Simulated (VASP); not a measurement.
# Bi (P6_3/mmc) in VASP: a series of runs

Runs on Bi. Level: r2SCAN. Tasks: single point, relaxation of shape and atoms at fixed volume.

All numbers are computed with VASP 6.6.1; they aren't measurements. Logs are shortened: lines on timing, memory, paths and dates and some standing lists are left out, and cuts for length are marked.

## (1) The cell of the first run

Symmetry: P6_3/mmc, No. 194, hexagonal system. Conventional cell: a = 4.537 Å, b = 4.537 Å, c = 5.200 Å, α = 90.00°, β = 90.00°, γ = 120.00°. Within 4.8 Å of Bi (site symmetry -6m2) lie 12 Bi at 3.69 to 4.54 Å.

This isn't the form of Bi at room conditions, which is rhombohedral.

## (2) Single point, r2SCAN

File POSCAR:

```
Bi
1.0
    4.5367400000      0.0000000000      0.0000000000
   -2.2683700000      3.9289320904      0.0000000000
    0.0000000000      0.0000000000      5.1998300000
Bi
2
Direct
    0.3333333333      0.6666666667      0.2500000000
    0.6666666667      0.3333333333      0.7500000000
```

File INCAR.step1:

```
  PREC = Accurate
  ENCUT = 520
  ISMEAR = 0
  SIGMA = 0.1
  LREAL = False
  LASPH = True
  NELM = 60
  NBANDS = 22
  GGA = PE
  ALGO = Normal
  EDIFF = 1E-4
  LWAVE = True
  LCHARG = False
```

File INCAR.step2:

```
  PREC = Accurate
  ENCUT = 520
  EDIFF = 1E-6
  ISMEAR = 0
  SIGMA = 0.1
  LREAL = False
  LASPH = True
  NELM = 60
  ALGO = Normal
  ISIF = 2
  LWAVE = False
  LCHARG = False
  METAGGA = R2SCAN
  LMIXTAU = True
  NBANDS = 22
  ISTART = 1
```

File KPOINTS:

```
Automatic mesh
0
Gamma
  6 6 4
```

Potentials or basis: VASP PAW PBE potentials, release 64 (Bi_d).

Started as:

```
$ cat potpaw_PBE.64/Bi_d/POTCAR > POTCAR
$ cp INCAR.step1 INCAR
$ mpirun -np 1 vasp_std > vasp.out
$ cp INCAR.step2 INCAR
$ mpirun -np 1 vasp_std > vasp.out
```

OUTCAR:

```text
PREC = Accurate
   ENCUT = 520
   EDIFF = 1E-6
   ISMEAR = 0
   LREAL = False
   LASPH = True
   NELM = 60
   ISIF = 2
   METAGGA = R2SCAN
   ISTART = 1

 ion  position               nearest neighbor table
   1  0.333  0.667  0.250-   2 3.69   2 3.69   2 3.69   2 3.69   2 3.69   2 3.69
   2  0.667  0.333  0.750-   1 3.69   1 3.69   1 3.69   1 3.69   1 3.69   1 3.69

  LATTYP: Found a hexagonal cell.
 ALAT       =     4.5367400000
 C/A-ratio  =     1.1461600180

  Lattice vectors:

 A1 = (   4.5367400000,   0.0000000000,   0.0000000000)
 A2 = (  -2.2683700000,   3.9289320904,   0.0000000000)
 A3 = (   0.0000000000,   0.0000000000,   5.1998300000)

Analysis of symmetry for initial positions (statically):
=====================================================================
 Subroutine PRICEL returns:
 Original cell was already a primitive cell.

 Routine SETGRP: Setting up the symmetry group for a
 hexagonal supercell.

 Subroutine GETGRP returns: Found 24 space group operations
 (whereof 12 operations were pure point group operations)
 out of a pool of 24 trial point group operations.

The static configuration has the point symmetry D_3d.
 The point group associated with its full space group is D_6h.

Analysis of symmetry for dynamics (positions and initial velocities):
=====================================================================
 Subroutine PRICEL returns:
 Original cell was already a primitive cell.

 Routine SETGRP: Setting up the symmetry group for a
 hexagonal supercell.

 Subroutine GETGRP returns: Found 24 space group operations
 (whereof 12 operations were pure point group operations)
 out of a pool of 24 trial point group operations.

The dynamic configuration has the point symmetry D_3d.
 The point group associated with its full space group is D_6h.

 Subroutine INISYM returns: Found 24 space group operations
 (whereof 12 operations are pure point group operations),
 and found     1 'primitive' translations

----------------------------------------------------------------------------------------

                                     Primitive cell

  volume of cell :      92.6846

  direct lattice vectors                    reciprocal lattice vectors
     4.536740000  0.000000000  0.000000000     0.220422594  0.127261044  0.000000000
    -2.268370000  3.928932090  0.000000000     0.000000000  0.254522088  0.000000000
     0.000000000  0.000000000  5.199830000     0.000000000  0.000000000  0.192313979

  length of vectors
     4.536740000  4.536740000  5.199830000     0.254522088  0.254522088  0.192313979

  position of ions in fractional coordinates (direct lattice)
     0.333333333  0.666666667  0.250000000
     0.666666667  0.333333333  0.750000000

  ion indices of the primitive-cell ions
   primitive index   ion index
                 1           1
                 2           2

----------------------------------------------------------------------------------------

 KPOINTS: Automatic mesh

Automatic generation of k-mesh.
 Grid dimensions read from file:
 generate k-points for:    6    6    4

 Generating k-lattice:

  Cartesian coordinates                     Fractional coordinates (reciprocal lattice)
     0.036737099  0.021210174  0.000000000     0.166666667 -0.000000000  0.000000000
     0.000000000  0.042420348  0.000000000     0.000000000  0.166666667  0.000000000
     0.000000000  0.000000000  0.048078495     0.000000000  0.000000000  0.250000000

  Length of vectors
     0.042420348  0.042420348  0.048078495

  Shift w.r.t. Gamma in fractional coordinates (k-lattice)
     0.000000000  0.000000000  0.000000000

 Subroutine IBZKPT returns following result:
 ===========================================

 Found     21 irreducible k-points:

 Following reciprocal coordinates:
            Coordinates               Weight
  0.000000  0.000000  0.000000      1.000000
  0.166667 -0.000000  0.000000      6.000000
  0.333333 -0.000000  0.000000      6.000000
  0.500000  0.000000  0.000000      3.000000
  0.166667  0.166667  0.000000      6.000000
  0.333333  0.166667  0.000000     12.000000
[... 13 lines left out ...]
  0.333333  0.166667  0.500000     12.000000
  0.333333  0.333333  0.500000      2.000000
   k-points           NKPTS =     21   k-points in BZ     NKDIM =     21   number of bands    NBANDS=     22
   number of dos      NEDOS =    301   number of ions     NIONS =      2
   total plane-waves  NPLWV =  51840
   dimension x,y,z NGX =    36 NGY =   36 NGZ =   40
   dimension x,y,z NGXF=    72 NGYF=   72 NGZF=   80
   ions per type =               2
   NGX,Y,Z   is equivalent  to a cutoff of  13.19, 13.19, 12.79 a.u.
   NGXF,Y,Z  is equivalent  to a cutoff of  26.38, 26.38, 25.58 a.u.
 SYSTEM =  unknown system
   PREC   = accura    normal or accurate (medium, high low for compatibility)
   ISTART =      1    job   : 0-new  1-cont  2-samecut
   ICHARG =      0    charge: 1-file 2-atom 10-const
   ISPIN  =      1    spin polarized calculation?
   LNONCOLLINEAR =      F non collinear calculations
   LSORBIT =      F    spin-orbit coupling
   LASPH  =      T    aspherical Exc in radial PAW
   ENCUT  =  520.0 eV  38.22 Ry    6.18 a.u.   8.44  8.44  9.67*2*pi/ulx,y,z
   NELM   =     60;   NELMIN=  2; NELMDL=  0     # of ELM steps
   EDIFF  = 0.1E-05   stopping-criterion for ELM
   LREAL  =      F    real-space projection
   EDIFFG = 0.1E-04   stopping-criterion for IOM
   NSW    =      0    number of steps for IOM
   IBRION =     -1    ionic relax: 0-MD 1-quasi-New 2-CG
   NFREE  =      0    steps in history (QN), initial steepest desc. (CG)
   ISIF   =      2    stress and relaxation
   ISYM   =      2    0-nonsym 1-usesym 2-fastsym
   POTIM  = 0.5000    time-step for ionic-motion
   TEBEG  =    0.0;   TEEND  =   0.0 temperature during run
   PSTRESS=    0.0 pullay stress
   NELECT =      30.0000    total number of electrons
   NUPDOWN=      -1.0000    fix difference up-down
   EMIN   =  10.00;   EMAX   =-10.00  energy-range for DOS
   EFERMI =   0.00;   METHOD = LEGACY
   ISMEAR =     0;   SIGMA  =   0.10  broadening in eV -4-tet -1-fermi 0-gaus
   EFERMI_NEDOS =   21; number of points for ismear=-14 and -15
   IALGO  =     38    algorithm
   IMIX   =      4    mixing-type and parameters
     AMIX     =   0.40;   BMIX     =  1.00
     AMIX_MAG =   1.60;   BMIX_MAG =  1.00
  volume/ion in A,a.u.               =      46.34       312.73
  Fermi-wavevector in a.u.,A,eV,Ry     =   1.124034  2.124116 17.190310  1.263452
  Thomas-Fermi vector in A             =   2.260703
   LORBIT       =      0    0 simple, 1 ext, 2 COOP (PROOUT), +10 PAW based schemes
   METAGGA = R2SCAN    functional components
   LHFCALC =     F    Hartree Fock is set to
   AEXX    =    0.0000 exact exchange contribution
   IVDW    =     0    specifies the selected vdW correction
   LEPSILON=     F    determine dielectric tensor
   LRPA    =     F    only Hartree local field effects (RPA)
 non-spin polarized calculation
 Gauss-broadening in eV      SIGMA  =   0.10
  energy-cutoff  :      520.00
  volume of cell :       92.68
 maximum number of plane-waves:      2545
 NGX is ok and might be reduce to    36
   NGX = 17   NGY = 17   NGZ = 19

 number of electron      29.9999988 magnetization

 Free energy of the ion-electron system (eV)
  ---------------------------------------------------
  ext. energy  EPLUGINS =         0.00000000
  ---------------------------------------------------
  free energy    TOTEN  =      -115.66570396 eV

  energy without entropy =     -115.65383646  energy(sigma->0) =     -115.65977021

 E-fermi :   3.6021     XC(G=0):  -8.9966

 val. band max:        3.5868592303   @ k =   0.0000   0.0000   0.5000
 cond. band min:       3.6355584858   @ k =   0.3333   0.1667   0.0000
 fundamental gap:      0.0486992554
 Fermi energy:         3.6020635819

 k-point     1 :       0.0000    0.0000    0.0000
  band No.  band energies     occupation
      1     -19.9001      2.00000
      2     -19.9001      2.00000
      3     -19.8843      2.00000
      4     -19.8576      2.00000
      5     -19.8576      2.00000
      6     -19.8571      2.00000
[... 14 lines left out ...]
     21      11.9724      0.00000
     22      11.9724      0.00000

 k-point     2 :       0.1667   -0.0000    0.0000
  band No.  band energies     occupation
      1     -19.9035      2.00000
      2     -19.8974      2.00000
      3     -19.8857      2.00000
      4     -19.8643      2.00000
      5     -19.8611      2.00000
      6     -19.8521      2.00000
[... 14 lines left out ...]
     21      10.9993      0.00000
     22      12.1441      0.00000

 k-point     3 :       0.3333   -0.0000    0.0000
  band No.  band energies     occupation
      1     -19.9097      2.00000
      2     -19.8909      2.00000
      3     -19.8903      2.00000
      4     -19.8675      2.00000
      5     -19.8612      2.00000
      6     -19.8457      2.00000
[... 14 lines left out ...]
     21      11.6579      0.00000
     22      12.0220      0.00000

 k-point     4 :       0.5000    0.0000    0.0000
  band No.  band energies     occupation
      1     -19.9126      2.00000
      2     -19.8930      2.00000
      3     -19.8868      2.00000
      4     -19.8677      2.00000
      5     -19.8607      2.00000
      6     -19.8422      2.00000
[... 14 lines left out ...]
     21      11.6594      0.00000
     22      12.0781      0.00000

 k-point     5 :       0.1667    0.1667    0.0000
  band No.  band energies     occupation
      1     -19.9098      2.00000
      2     -19.8905      2.00000
      3     -19.8867      2.00000
      4     -19.8728      2.00000
      5     -19.8569      2.00000
      6     -19.8498      2.00000
[... 342 lines left out ...]
 k-point    19 :       0.1667    0.1667    0.5000
  band No.  band energies     occupation
      1     -19.8859      2.00000
      2     -19.8859      2.00000
      3     -19.8830      2.00000
      4     -19.8830      2.00000
      5     -19.8585      2.00000
      6     -19.8585      2.00000
[... 14 lines left out ...]
     21      11.9683      0.00000
     22      11.9683      0.00000

 k-point    20 :       0.3333    0.1667    0.5000
  band No.  band energies     occupation
      1     -19.8802      2.00000
      2     -19.8802      2.00000
      3     -19.8750      2.00000
      4     -19.8750      2.00000
      5     -19.8561      2.00000
      6     -19.8561      2.00000
[... 14 lines left out ...]
     21      13.2103      0.00000
     22      13.2103      0.00000

 k-point    21 :       0.3333    0.3333    0.5000
  band No.  band energies     occupation
      1     -19.8790      2.00000
      2     -19.8790      2.00000
      3     -19.8711      2.00000
      4     -19.8711      2.00000
      5     -19.8526      2.00000
      6     -19.8526      2.00000
[... 14 lines left out ...]
     21      12.5669      0.00000
     22      12.5669      0.00000

------------------------ aborting loop because EDIFF is reached ----------------------------------------

  FORCE on cell =-STRESS in cart. coord.  units (eV):
  Direction    XX          YY          ZZ          XY          YZ          ZX
  --------------------------------------------------------------------------------------
  -------------------------------------------------------------------------------------
  Total       -3.2146163     -3.2146163     -7.2044323      0.0000000      0.0000000      0.0000000
  in kB      -55.5689464    -55.5689464   -124.5382587      0.0000000      0.0000000      0.0000000
  external PRESSURE =     -78.5587172 kB  Pullay stress =       0.0000000 kB

 VOLUME and BASIS-vectors are now :
 -----------------------------------------------------------------------------
  energy-cutoff  :      520.00
  volume of cell :       92.68
      direct lattice vectors                 reciprocal lattice vectors
     4.536740000  0.000000000  0.000000000     0.220422594  0.127261044  0.000000000
    -2.268370000  3.928932090  0.000000000     0.000000000  0.254522088  0.000000000
     0.000000000  0.000000000  5.199830000     0.000000000  0.000000000  0.192313979

 POSITION                                       TOTAL-FORCE (eV/Angst)
 -----------------------------------------------------------------------------------
     -0.00000      2.61929      1.29996         0.000000     -0.000000      0.000000
      2.26837      1.30964      3.89987        -0.000000      0.000000      0.000000
 -----------------------------------------------------------------------------------
    total drift:                               -0.000000      0.000000      0.000000

  FREE ENERGIE OF THE ION-ELECTRON SYSTEM (eV)
  ---------------------------------------------------
  free  energy   TOTEN  =      -115.6657039641 eV

  energy  without entropy=     -115.6538364639  energy(sigma->0) =     -115.65977021
```

It took 3.1 min on 1 thread of Intel Xeon 8259CL, shared host; peak memory 0.24 GiB.

Results:

```yaml
Free_energy: -115.6657 eV
Pressure: -7.9 GPa
Band_gap_on_the_k_mesh: zero (bands 15 and 16 overlap by 2.29 eV)
```

Caveat: the stress differs along the axes, from -12 to -6 GPa; the PAW data sets were made with another functional, which shifts forces and pressure a little; spin-orbit coupling is left out, which moves the levels of the heavy elements.

(Continued in part 2 of 2.)

The gap in the log of VASP goes by the Fermi energy; the results here count the filled bands.